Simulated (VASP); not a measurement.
# Al (I4/mmm) in VASP: a series of runs

The runs below take Al through single point, with PBE.

Program: VASP 6.6.1. These are calculated values, not measurements. Logs are shortened: lines on timing, memory, paths and dates and some standing lists are left out, and cuts for length are marked.

## (1) The cell of the first run

The structure is tetragonal, space group I4/mmm (No. 139). The conventional cell has a = 2.719 Å, b = 2.719 Å, c = 4.250 Å, α = 90.00°, β = 90.00°, γ = 90.00°. Within 3.6 Å of Al (site symmetry 4/mmm) lie 12 Al at 2.72 to 2.87 Å.

## (2) Single point, PBE (strain -0.050 along x and y, +0.050 along z)

Input file INCAR:

```
SYSTEM = Al
  PREC = Accurate
  ENCUT = 520
  EDIFF = 1E-6
  ISMEAR = 0
  SIGMA = 0.15
  LREAL = .False.
  LASPH = .True.
  NELM = 60
  ALGO = Fast
  ISIF = 2
  LWAVE = .False.
  LCHARG = .False.
  GGA = PE
  NBANDS = 8
```

Input file KPOINTS:

```
Automatic mesh
0
Gamma
  20 20 20
  0 0 0
```

Input file POSCAR:

```
Al
1.0
    0.0000000000      1.9227810000      2.1251790000
    1.9227810000      0.0000000000      2.1251790000
    1.9227810000      1.9227810000      0.0000000000
Al
1
Direct
    0.0000000000      0.0000000000      0.0000000000
```

Potentials or basis: VASP PAW PBE potentials, release 64 (Al).

Launch:

```bash
cat potpaw_PBE.64/Al/POTCAR > POTCAR
mpirun -np 1 vasp_std > vasp.out
```

OUTCAR:

```text
SYSTEM = Al
   PREC = Accurate
   ENCUT = 520
   EDIFF = 1E-6
   ISMEAR = 0
   LREAL = .False.
   LASPH = .True.
   NELM = 60
   ISIF = 2
   GGA = PE

 ion  position               nearest neighbor table
   1  0.000  0.000  0.000-

  LATTYP: Found a body centered tetragonal cell.
 ALAT       =     2.7192229677
 C/A-ratio  =     1.5630781479

  Lattice vectors:

 A1 = (  -1.9227810000,   0.0000000000,   2.1251790000)
 A2 = (   1.9227810000,   0.0000000000,   2.1251790000)
 A3 = (   0.0000000000,   1.9227810000,  -2.1251790000)

Analysis of symmetry for initial positions (statically):
=====================================================================
 Subroutine PRICEL returns:
 Original cell was already a primitive cell.

 Routine SETGRP: Setting up the symmetry group for a
 body centered tetragonal supercell.

 Subroutine GETGRP returns: Found 16 space group operations
 (whereof 16 operations were pure point group operations)
 out of a pool of 16 trial point group operations.

The static configuration has the point symmetry D_4h.

Analysis of symmetry for dynamics (positions and initial velocities):
=====================================================================
 Subroutine PRICEL returns:
 Original cell was already a primitive cell.

 Routine SETGRP: Setting up the symmetry group for a
 body centered tetragonal supercell.

 Subroutine GETGRP returns: Found 16 space group operations
 (whereof 16 operations were pure point group operations)
 out of a pool of 16 trial point group operations.

The dynamic configuration has the point symmetry D_4h.

 Subroutine INISYM returns: Found 16 space group operations
 (whereof 16 operations are pure point group operations),
 and found     1 'primitive' translations

----------------------------------------------------------------------------------------

                                     Primitive cell

  volume of cell :      15.7139

  direct lattice vectors                    reciprocal lattice vectors
     0.000000000  1.922781000  2.125179000    -0.260040015  0.260040015  0.235274299
     1.922781000  0.000000000  2.125179000     0.260040015 -0.260040015  0.235274299
     1.922781000  1.922781000  0.000000000     0.260040015  0.260040015 -0.235274299

  length of vectors
     2.865915658  2.865915658  2.719222968     0.436572577  0.436572577  0.436572577

  position of ions in fractional coordinates (direct lattice)
     0.000000000  0.000000000  0.000000000

  ion indices of the primitive-cell ions
   primitive index   ion index
                 1           1

----------------------------------------------------------------------------------------

 KPOINTS: Automatic mesh

Automatic generation of k-mesh.
 Grid dimensions read from file:
 generate k-points for:   20   20   20

 Generating k-lattice:

  Cartesian coordinates                     Fractional coordinates (reciprocal lattice)
    -0.013002001  0.013002001  0.011763715     0.050000000 -0.000000000  0.000000000
     0.013002001 -0.013002001  0.011763715    -0.000000000  0.050000000  0.000000000
     0.013002001  0.013002001 -0.011763715     0.000000000  0.000000000  0.050000000

  Length of vectors
     0.021828629  0.021828629  0.021828629

  Shift w.r.t. Gamma in fractional coordinates (k-lattice)
     0.000000000  0.000000000  0.000000000

 Subroutine IBZKPT returns following result:
 ===========================================

 Found    641 irreducible k-points:

 Following reciprocal coordinates:
            Coordinates               Weight
  0.000000  0.000000  0.000000      1.000000
  0.050000  0.000000  0.000000      8.000000
  0.100000  0.000000  0.000000      8.000000
  0.150000  0.000000  0.000000      8.000000
  0.200000  0.000000  0.000000      8.000000
  0.250000  0.000000  0.000000      8.000000
[... 16 lines left out ...]
 -0.400000  0.050000  0.000000      8.000000
 -0.350000  0.050000  0.000000      8.000000
 [... further k-points ...]
   k-points           NKPTS =    641   k-points in BZ     NKDIM =    641   number of bands    NBANDS=      8
   number of dos      NEDOS =    301   number of ions     NIONS =      1
   total plane-waves  NPLWV =  11520
   dimension x,y,z NGX =    24 NGY =   24 NGZ =   20
   dimension x,y,z NGXF=    48 NGYF=   48 NGZF=   40
   ions per type =               1
   NGX,Y,Z   is equivalent  to a cutoff of  13.92, 13.92, 12.23 a.u.
   NGXF,Y,Z  is equivalent  to a cutoff of  27.84, 27.84, 24.45 a.u.
 SYSTEM =  Al
   PREC   = accura    normal or accurate (medium, high low for compatibility)
   ISTART =      0    job   : 0-new  1-cont  2-samecut
   ICHARG =      2    charge: 1-file 2-atom 10-const
   ISPIN  =      1    spin polarized calculation?
   LNONCOLLINEAR =      F non collinear calculations
   LSORBIT =      F    spin-orbit coupling
   LASPH  =      T    aspherical Exc in radial PAW
   ENCUT  =  520.0 eV  38.22 Ry    6.18 a.u.   5.33  5.33  5.06*2*pi/ulx,y,z
   NELM   =     60;   NELMIN=  2; NELMDL= -5     # of ELM steps
   EDIFF  = 0.1E-05   stopping-criterion for ELM
   LREAL  =      F    real-space projection
   EDIFFG = 0.1E-04   stopping-criterion for IOM
   NSW    =      0    number of steps for IOM
   IBRION =     -1    ionic relax: 0-MD 1-quasi-New 2-CG
   NFREE  =      0    steps in history (QN), initial steepest desc. (CG)
   ISIF   =      2    stress and relaxation
   ISYM   =      2    0-nonsym 1-usesym 2-fastsym
   POTIM  = 0.5000    time-step for ionic-motion
   TEBEG  =    0.0;   TEEND  =   0.0 temperature during run
   PSTRESS=    0.0 pullay stress
   NELECT =       3.0000    total number of electrons
   NUPDOWN=      -1.0000    fix difference up-down
   EMIN   =  10.00;   EMAX   =-10.00  energy-range for DOS
   EFERMI =   0.00;   METHOD = LEGACY
   ISMEAR =     0;   SIGMA  =   0.15  broadening in eV -4-tet -1-fermi 0-gaus
   EFERMI_NEDOS =   21; number of points for ismear=-14 and -15
   IALGO  =     68    algorithm
   IMIX   =      4    mixing-type and parameters
     AMIX     =   0.40;   BMIX     =  1.00
     AMIX_MAG =   1.60;   BMIX_MAG =  1.00
  volume/ion in A,a.u.               =      15.71       106.04
  Fermi-wavevector in a.u.,A,eV,Ry     =   0.942657  1.781363 12.090158  0.888602
  Thomas-Fermi vector in A             =   2.070288
   LORBIT       =      0    0 simple, 1 ext, 2 COOP (PROOUT), +10 PAW based schemes
   GGA     = PE    functional components
   LHFCALC =     F    Hartree Fock is set to
   AEXX    =    0.0000 exact exchange contribution
   IVDW    =     0    specifies the selected vdW correction
   LEPSILON=     F    determine dielectric tensor
   LRPA    =     F    only Hartree local field effects (RPA)
 non-spin polarized calculation
 RMM-DIIS sequential band-by-band and
 Gauss-broadening in eV      SIGMA  =   0.15
  energy-cutoff  :      520.00
  volume of cell :       15.71
 maximum number of plane-waves:       436
 NGX is ok and might be reduce to    24
   NGX = 11   NGY = 11   NGZ = 11

 number of electron       3.0000000 magnetization

 Free energy of the ion-electron system (eV)
  ---------------------------------------------------
  ext. energy  EPLUGINS =         0.00000000
  ---------------------------------------------------
  free energy    TOTEN  =        -3.71441797 eV

  energy without entropy =       -3.70958771  energy(sigma->0) =       -3.71200284

 E-fermi :   8.4846     XC(G=0): -10.3739

 val. band max:        8.4792875576   @ k =  -0.3000   0.4500   0.2000
 cond. band min:       8.4977009549   @ k =  -0.2000   0.5000   0.3000
 fundamental gap:      0.0184133973
 Fermi energy:         8.4845555426

 k-point     1 :       0.0000    0.0000    0.0000
  band No.  band energies     occupation
      1      -2.9567      2.00000
      2      20.7564      0.00000
      3      21.9314      0.00000
      4      21.9314      0.00000
      5      23.2550      0.00000
      6      23.2550      0.00000
      7      23.4871      0.00000
      8      25.5022      0.00000

 k-point     2 :       0.0500    0.0000    0.0000
  band No.  band energies     occupation
      1      -2.8861      2.00000
      2      20.0114      0.00000
      3      21.1214      0.00000
      4      21.7012      0.00000
      5      23.5971      0.00000
      6      23.6014      0.00000
      7      23.9013      0.00000
      8      25.3461      0.00000

 k-point     3 :       0.1000    0.0000    0.0000
  band No.  band energies     occupation
      1      -2.6748      2.00000
      2      18.1483      0.00000
      3      20.4510      0.00000
      4      21.3111      0.00000
      5      23.7799      0.00000
      6      23.9710      0.00000
      7      24.3378      0.00000
      8      25.1285      0.00000

 k-point     4 :       0.1500    0.0000    0.0000
  band No.  band energies     occupation
      1      -2.3233      2.00000
      2      16.0969      0.00000
      3      19.8988      0.00000
      4      20.9700      0.00000
      5      23.1097      0.00000
      6      23.7906      0.00000
      7      25.2402      0.00000
      8      25.9596      0.00000

 k-point     5 :       0.2000    0.0000    0.0000
  band No.  band energies     occupation
      1      -1.8328      2.00000
      2      14.0712      0.00000
      3      19.4302      0.00000
      4      20.7239      0.00000
      5      22.2284      0.00000
      6      23.6465      0.00000
      7      26.0867      0.00000
      8      26.9922      0.00000

 k-point     6 :       0.2500    0.0000    0.0000
  band No.  band energies     occupation
      1      -1.2048      2.00000
      2      12.1200      0.00000
      3      19.0563      0.00000
      4      20.5853      0.00000
      5      21.3959      0.00000
      6      23.5553      0.00000
      7      25.5072      0.00000
      8      27.6467      0.00000

 k-point     7 :       0.3000    0.0000    0.0000
  band No.  band energies     occupation
      1      -0.4411      2.00000
      2      10.2630      0.00000
      3      18.7846      0.00000
      4      20.5584      0.00000
      5      20.6548      0.00000
      6      23.5530      0.00000
      7      24.5406      0.00000
      8      27.7267      0.00000
[... 133 lines left out ...]
 k-point    20 :       0.4500    0.0500    0.0000
  band No.  band energies     occupation
      1       2.1947      2.00000
      2       6.0241      2.00000
      3      17.4092      0.00000
      4      19.9720      0.00000
      5      20.0856      0.00000
      6      23.4938      0.00000
      7      23.8053      0.00000
      8      26.5093      0.00000

 k-point    21 :       0.5000    0.0500    0.0000
  band No.  band energies     occupation
      1       3.4057      2.00000
      2       4.5885      2.00000
      3      17.0822      0.00000
      4      20.1763      0.00000
      5      20.4724      0.00000
      6      22.8951      0.00000
      7      24.1502      0.00000
      8      25.8484      0.00000

 k-point    22 :      -0.4500    0.0500    0.0000
  band No.  band energies     occupation
      1       3.2035      2.00000
      2       4.8115      2.00000
      3      16.8768      0.00000
      4      20.4838      0.00000
      5      20.9727      0.00000
      6      22.4160      0.00000
      7      24.6262      0.00000
      8      25.3019      0.00000

 k-point    23 :      -0.4000    0.0500    0.0000
  band No.  band energies     occupation
      1       2.0065      2.00000
      2       6.2749      2.00000
      3      16.7926      0.00000
      4      20.8955      0.00000
      5      21.5599      0.00000
      6      22.0837      0.00000
      7      24.8613      0.00000
      8      25.2382      0.00000

 k-point    24 :      -0.3500    0.0500    0.0000
  band No.  band energies     occupation
      1       0.9266      2.00000
      2       7.8660      2.00000
      3      16.8286      0.00000
      4      21.4112      0.00000
      5      21.7272      0.00000
      6      22.4041      0.00000
      7      24.5534      0.00000
      8      25.9458      0.00000

 [... further k-points ...]

------------------------ aborting loop because EDIFF is reached ----------------------------------------

  FORCE on cell =-STRESS in cart. coord.  units (eV):
  Direction    XX          YY          ZZ          XY          YZ          ZX
  --------------------------------------------------------------------------------------
  -------------------------------------------------------------------------------------
  Total        0.7588637      0.7588637     -0.0347953      0.0000000      0.0000000      0.0000000
  in kB       77.3729574     77.3729574     -3.5476964      0.0000000      0.0000000      0.0000000
  external PRESSURE =      50.3994061 kB  Pullay stress =       0.0000000 kB

 VOLUME and BASIS-vectors are now :
 -----------------------------------------------------------------------------
  energy-cutoff  :      520.00
  volume of cell :       15.71
      direct lattice vectors                 reciprocal lattice vectors
     0.000000000  1.922781000  2.125179000    -0.260040015  0.260040015  0.235274299
     1.922781000  0.000000000  2.125179000     0.260040015 -0.260040015  0.235274299
     1.922781000  1.922781000  0.000000000     0.260040015  0.260040015 -0.235274299

 POSITION                                       TOTAL-FORCE (eV/Angst)
 -----------------------------------------------------------------------------------
      0.00000      0.00000      0.00000        -0.000000      0.000000      0.000000
 -----------------------------------------------------------------------------------
    total drift:                                0.000000      0.000000     -0.000000

  FREE ENERGIE OF THE ION-ELECTRON SYSTEM (eV)
  ---------------------------------------------------
  free  energy   TOTEN  =        -3.7144179698 eV

  energy  without entropy=       -3.7095877088  energy(sigma->0) =       -3.71200284
```

It took 79 s on 1 thread of Intel Xeon 8259CL, shared host; peak memory 0.18 GiB.

What came out:

- Free energy: -3.7144 eV
- Pressure: 5.0 GPa
- Band gap on the k mesh: zero (an odd number of electrons rules out a gap without spin polarisation)

Caveat: the cell differs from its parent crystal (strain -0.050 along x and y, +0.050 along z); the cell stands under pressure.

[end of part 1 of 3]
